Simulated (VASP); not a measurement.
# NbRh (P4/mmm) in VASP: further runs, part 2 of 3

VASP 6.6.1. Earlier steps stand in the parts before.

## Step 5: Single point, LDA (15.34 Å³/atom)

This run uses another cell than the first one, of 15.34 Å³/atom.

The input, INCAR:

```
  PREC = Accurate
  ENCUT = 520
  EDIFF = 1E-6
  ISMEAR = -1
  SIGMA = 0.15
  LREAL = F
  LASPH = T
  NELM = 60
  ALGO = Fast
  ISIF = 2
  LWAVE = F
  LCHARG = F
  GGA = CA
  NBANDS = 21
```

The input, KPOINTS:

```
Automatic mesh
0
Gamma
  14 14 12
```

The input, POSCAR:

```
NbRh
1.0
    2.8292238244      0.0000000000      0.0000000000
    0.0000000000      2.8292238244      0.0000000000
    0.0000000000      0.0000000000      3.8322112530
Nb Rh
1 1
Direct
    0.0000000000      0.0000000000      0.0000000000
    0.5000000000      0.5000000000      0.5000000000
```

Potentials or basis: VASP PAW LDA potentials, release 64 (Nb_sv, Rh_pv).

Launch:

```sh
$ cat potpaw_LDA.64/Nb_sv/POTCAR potpaw_LDA.64/Rh_pv/POTCAR > POTCAR
$ mpirun -np 1 vasp_std > vasp.out
```

OUTCAR:

```text
PREC = Accurate
   ENCUT = 520
   EDIFF = 1E-6
   ISMEAR = -1
   LREAL = F
   LASPH = T
   NELM = 60
   ISIF = 2
   GGA = CA

 ion  position               nearest neighbor table
   1  0.000  0.000  0.000-   2 2.77   2 2.77   2 2.77   2 2.77   2 2.77   2 2.77   2 2.77   2 2.77

   2  0.500  0.500  0.500-   1 2.77   1 2.77   1 2.77   1 2.77   1 2.77   1 2.77   1 2.77   1 2.77

  LATTYP: Found a simple tetragonal cell.
 ALAT       =     2.8292238244
 C/A-ratio  =     1.3545097493

  Lattice vectors:

 A1 = (   2.8292238244,   0.0000000000,   0.0000000000)
 A2 = (   0.0000000000,   2.8292238244,   0.0000000000)
 A3 = (   0.0000000000,   0.0000000000,   3.8322112530)

Analysis of symmetry for initial positions (statically):
=====================================================================
 Subroutine PRICEL returns:
 Original cell was already a primitive cell.

 Routine SETGRP: Setting up the symmetry group for a
 simple tetragonal supercell.

 Subroutine GETGRP returns: Found 16 space group operations
 (whereof 16 operations were pure point group operations)
 out of a pool of 16 trial point group operations.

The static configuration has the point symmetry D_4h.

Analysis of symmetry for dynamics (positions and initial velocities):
=====================================================================
 Subroutine PRICEL returns:
 Original cell was already a primitive cell.

 Routine SETGRP: Setting up the symmetry group for a
 simple tetragonal supercell.

 Subroutine GETGRP returns: Found 16 space group operations
 (whereof 16 operations were pure point group operations)
 out of a pool of 16 trial point group operations.

The dynamic configuration has the point symmetry D_4h.

 Subroutine INISYM returns: Found 16 space group operations
 (whereof 16 operations are pure point group operations),
 and found     1 'primitive' translations

----------------------------------------------------------------------------------------

                                     Primitive cell

  volume of cell :      30.6750

  direct lattice vectors                    reciprocal lattice vectors
     2.829223824  0.000000000  0.000000000     0.353453831  0.000000000  0.000000000
     0.000000000  2.829223824  0.000000000     0.000000000  0.353453831  0.000000000
     0.000000000  0.000000000  3.832211253     0.000000000  0.000000000  0.260945948

  length of vectors
     2.829223824  2.829223824  3.832211253     0.353453831  0.353453831  0.260945948

  position of ions in fractional coordinates (direct lattice)
     0.000000000  0.000000000  0.000000000
     0.500000000  0.500000000  0.500000000

  ion indices of the primitive-cell ions
   primitive index   ion index
                 1           1
                 2           2

----------------------------------------------------------------------------------------

 KPOINTS: Automatic mesh

Automatic generation of k-mesh.
 Grid dimensions read from file:
 generate k-points for:   14   14   12

 Generating k-lattice:

  Cartesian coordinates                     Fractional coordinates (reciprocal lattice)
     0.025246702  0.000000000  0.000000000     0.071428571  0.000000000  0.000000000
     0.000000000  0.025246702  0.000000000     0.000000000  0.071428571  0.000000000
     0.000000000  0.000000000  0.021745496     0.000000000  0.000000000  0.083333333

  Length of vectors
     0.025246702  0.025246702  0.021745496

  Shift w.r.t. Gamma in fractional coordinates (k-lattice)
     0.000000000  0.000000000  0.000000000

 Subroutine IBZKPT returns following result:
 ===========================================

 Found    252 irreducible k-points:

 Following reciprocal coordinates:
            Coordinates               Weight
  0.000000  0.000000  0.000000      1.000000
  0.071429  0.000000  0.000000      4.000000
  0.142857  0.000000  0.000000      4.000000
  0.214286  0.000000  0.000000      4.000000
  0.285714  0.000000  0.000000      4.000000
  0.357143  0.000000  0.000000      4.000000
[... 16 lines left out ...]
  0.285714  0.214286  0.000000      8.000000
  0.357143  0.214286  0.000000      8.000000
 [... further k-points ...]
   k-points           NKPTS =    252   k-points in BZ     NKDIM =    252   number of bands    NBANDS=     21
   number of dos      NEDOS =    301   number of ions     NIONS =      2
   total plane-waves  NPLWV =  17280
   dimension x,y,z NGX =    24 NGY =   24 NGZ =   30
   dimension x,y,z NGXF=    48 NGYF=   48 NGZF=   60
   ions per type =               1   1
   NGX,Y,Z   is equivalent  to a cutoff of  14.10, 14.10, 13.01 a.u.
   NGXF,Y,Z  is equivalent  to a cutoff of  28.20, 28.20, 26.03 a.u.
 SYSTEM =  unknown system
   PREC   = accura    normal or accurate (medium, high low for compatibility)
   ISTART =      0    job   : 0-new  1-cont  2-samecut
   ICHARG =      2    charge: 1-file 2-atom 10-const
   ISPIN  =      1    spin polarized calculation?
   LNONCOLLINEAR =      F non collinear calculations
   LSORBIT =      F    spin-orbit coupling
   LASPH  =      T    aspherical Exc in radial PAW
   ENCUT  =  520.0 eV  38.22 Ry    6.18 a.u.   5.26  5.26  7.13*2*pi/ulx,y,z
   NELM   =     60;   NELMIN=  2; NELMDL= -5     # of ELM steps
   EDIFF  = 0.1E-05   stopping-criterion for ELM
   LREAL  =      F    real-space projection
   EDIFFG = 0.1E-04   stopping-criterion for IOM
   NSW    =      0    number of steps for IOM
   IBRION =     -1    ionic relax: 0-MD 1-quasi-New 2-CG
   NFREE  =      0    steps in history (QN), initial steepest desc. (CG)
   ISIF   =      2    stress and relaxation
   ISYM   =      2    0-nonsym 1-usesym 2-fastsym
   POTIM  = 0.5000    time-step for ionic-motion
   TEBEG  =    0.0;   TEEND  =   0.0 temperature during run
   PSTRESS=    0.0 pullay stress
   NELECT =      28.0000    total number of electrons
   NUPDOWN=      -1.0000    fix difference up-down
   EMIN   =  10.00;   EMAX   =-10.00  energy-range for DOS
   EFERMI =   0.00;   METHOD = LEGACY
   ISMEAR =    -1;   SIGMA  =   0.15  broadening in eV -4-tet -1-fermi 0-gaus
   EFERMI_NEDOS =   21; number of points for ismear=-14 and -15
   IALGO  =     68    algorithm
   IMIX   =      4    mixing-type and parameters
     AMIX     =   0.40;   BMIX     =  1.00
     AMIX_MAG =   1.60;   BMIX_MAG =  1.00
  volume/ion in A,a.u.               =      15.34       103.50
  Fermi-wavevector in a.u.,A,eV,Ry     =   1.588057  3.000993 34.312884  2.521926
  Thomas-Fermi vector in A             =   2.687119
   LORBIT       =      0    0 simple, 1 ext, 2 COOP (PROOUT), +10 PAW based schemes
   GGA     = CA    functional components
   LHFCALC =     F    Hartree Fock is set to
   AEXX    =    0.0000 exact exchange contribution
   IVDW    =     0    specifies the selected vdW correction
   LEPSILON=     F    determine dielectric tensor
   LRPA    =     F    only Hartree local field effects (RPA)
 non-spin polarized calculation
 RMM-DIIS sequential band-by-band and
  energy-cutoff  :      520.00
  volume of cell :       30.67
 maximum number of plane-waves:       846
 NGX is ok and might be reduce to    24
   NGX = 11   NGY = 11   NGZ = 15

 number of electron      27.9999997 magnetization

 Free energy of the ion-electron system (eV)
  ---------------------------------------------------
  ext. energy  EPLUGINS =         0.00000000
  ---------------------------------------------------
  free energy    TOTEN  =       -20.85324456 eV

  energy without entropy =      -20.72668949  energy(sigma->0) =      -20.78996702

 E-fermi :  11.9775     XC(G=0): -13.6279

 val. band max:       11.9742641178   @ k =   0.3571   0.3571   0.2500
 cond. band min:      11.9795429670   @ k =   0.4286   0.2857   0.0833
 fundamental gap:      0.0052788492
 Fermi energy:        11.9774553127

 k-point     1 :       0.0000    0.0000    0.0000
  band No.  band energies     occupation
      1     -42.5877      2.00000
      2     -34.2997      2.00000
      3     -34.0689      2.00000
      4     -34.0689      2.00000
      5     -18.8207      2.00000
      6     -18.2616      2.00000
[... 13 lines left out ...]
     20      24.0786      0.00000
     21      24.0786      0.00000
[... 529 lines left out ...]
 k-point    24 :       0.3571    0.2143    0.0000
  band No.  band energies     occupation
      1     -42.4444      2.00000
      2     -34.2641      2.00000
      3     -34.2520      2.00000
      4     -34.1445      2.00000
      5     -19.0706      2.00000
      6     -18.7068      2.00000
[... 13 lines left out ...]
     20      24.2566      0.00000
     21      24.3714      0.00000

 [... further k-points ...]

------------------------ aborting loop because EDIFF is reached ----------------------------------------

  FORCE on cell =-STRESS in cart. coord.  units (eV):
  Direction    XX          YY          ZZ          XY          YZ          ZX
  --------------------------------------------------------------------------------------
  -------------------------------------------------------------------------------------
  Total       -0.8263691     -0.8263691     -0.8179598      0.0000000      0.0000000     -0.0000000
  in kB      -43.1619032    -43.1619032    -42.7226823      0.0000000      0.0000000     -0.0000000
  external PRESSURE =     -43.0154962 kB  Pullay stress =       0.0000000 kB

 VOLUME and BASIS-vectors are now :
 -----------------------------------------------------------------------------
  energy-cutoff  :      520.00
  volume of cell :       30.67
      direct lattice vectors                 reciprocal lattice vectors
     2.829223824  0.000000000  0.000000000     0.353453831  0.000000000  0.000000000
     0.000000000  2.829223824  0.000000000     0.000000000  0.353453831  0.000000000
     0.000000000  0.000000000  3.832211253     0.000000000  0.000000000  0.260945948

 POSITION                                       TOTAL-FORCE (eV/Angst)
 -----------------------------------------------------------------------------------
      0.00000      0.00000      0.00000         0.000000      0.000000      0.000000
      1.41461      1.41461      1.91611         0.000000      0.000000      0.000000
 -----------------------------------------------------------------------------------
    total drift:                                0.000000      0.000000     -0.000000

  FREE ENERGIE OF THE ION-ELECTRON SYSTEM (eV)
  ---------------------------------------------------
  free  energy   TOTEN  =       -20.8532445598 eV

  energy  without entropy=      -20.7266894863  energy(sigma->0) =      -20.78996702
```

Run time: 3.2 min. Hardware: 1 thread of Intel Xeon Platinum 8175M at 2.50GHz (Skylake/Cascade Lake), shared host; peak memory 0.26 GiB.

Results:

* Free energy: -20.8532 eV
* Pressure: -4.3 GPa
* Band gap on the k mesh: zero (bands 14 and 15 overlap by 4.87 eV)

Levels at points of the mesh, in eV from the Fermi level:
```
           k point  band 10  band 11  band 12  band 13  band 14  band 15  band 16  band 17  band 18  band 19
(0.00, 0.00, 0.00)    -5.05    -2.27    -2.27    -1.03    -0.64     1.12     4.19     4.19     4.35     4.43
(0.50, 0.00, 0.00)    -3.09    -2.96    -1.80    -1.68    -1.48    -1.30     1.24     2.65     2.84     7.31
(0.50, 0.50, 0.00)    -4.97    -4.97     0.58     1.38     3.46     3.46     3.68     3.68     3.91     6.14
(0.00, 0.00, 0.50)    -4.16    -2.50    -1.57    -1.53    -1.53    -0.48     1.16     1.96     1.96     4.08
(0.50, 0.00, 0.50)    -2.51    -2.50    -2.37    -0.51     1.05     1.10     1.67     3.16     4.16     4.29
(0.50, 0.50, 0.50)    -3.21    -3.21    -1.94    -1.94    -1.36     0.58     2.67     6.15     8.67    10.44
```

Caveat: the cell stands under tension.

## Step 6: Relaxation of shape and atoms at fixed volume, LDA (14.74 Å³/atom)

The input, INCAR:

```
PREC = Accurate
ENCUT = 600
EDIFF = 1E-7
ISMEAR = -1
SIGMA = 0.15
LREAL = False
LASPH = True
NELM = 100
ALGO = Fast
ISIF = 4
LWAVE = False
LCHARG = False
GGA = CA
IBRION = 2
NSW = 80
EDIFFG = -0.001
```

KPOINTS is that of step 5.

The input, POSCAR:

```
NbRh
1.0
    2.7897811598      0.0000000000      0.0000000000
    0.0000000000      2.7897811598      0.0000000000
    0.0000000000      0.0000000000      3.7867766000
Nb Rh
1 1
Direct
    0.0000000000      0.0000000000      0.0000000000
    0.5000000000      0.5000000000      0.5000000000
```

Potentials or basis: VASP PAW LDA potentials, release 64 (Nb_sv, Rh_pv).

Launch:

```sh
$ cat potpaw_LDA.64/Nb_sv/POTCAR potpaw_LDA.64/Rh_pv/POTCAR > POTCAR
$ mpirun -np 1 vasp_std > vasp.out
```

Run time: 4.9 min. Hardware: 1 thread of Intel Xeon Platinum 8175M at 2.50GHz (Skylake/Cascade Lake), shared host; peak memory 0.28 GiB.

Results (log left out):

| Property | Result |
| --- | --- |
| Free energy | -20.8491 eV |
| Energy gained by relaxing | 0.0 meV/atom |
| Ionic steps | 3 |
| Pressure after relaxing | 5.7 GPa |
| Band gap on the k mesh | zero (bands 14 and 15 overlap by 5.14 eV) |

Final structure:
```
Nb Rh
1.0
     2.78754    0.00000    0.00000
     0.00000    2.78754    0.00000
     0.00000    0.00000    3.79286
Nb Rh
1 1
Cartesian
  0.0000 0.0000 0.0000
  1.3938 1.3938 1.8964
```

Levels at points of the mesh, in eV from the Fermi level:
```tsv
k point	band 10	band 11	band 12	band 13	band 14	band 15	band 16	band 17	band 18
(0.00, 0.00, 0.00)	-5.33	-2.37	-2.37	-1.13	-0.63	1.17	4.43	4.43	4.51
(0.50, 0.00, 0.00)	-3.17	-3.01	-1.89	-1.81	-1.59	-1.35	1.28	2.89	2.98
(0.50, 0.50, 0.00)	-5.25	-5.25	0.67	1.49	3.67	3.67	3.88	3.88	4.15
(0.00, 0.00, 0.50)	-4.42	-2.67	-1.61	-1.57	-1.57	-0.47	1.16	2.06	2.06
(0.50, 0.00, 0.50)	-2.67	-2.62	-2.47	-0.58	1.16	1.17	1.84	3.32	4.40
(0.50, 0.50, 0.50)	-3.34	-3.34	-2.04	-2.04	-1.43	0.68	2.77	6.53	9.06
```

[end of part 2 of 3]
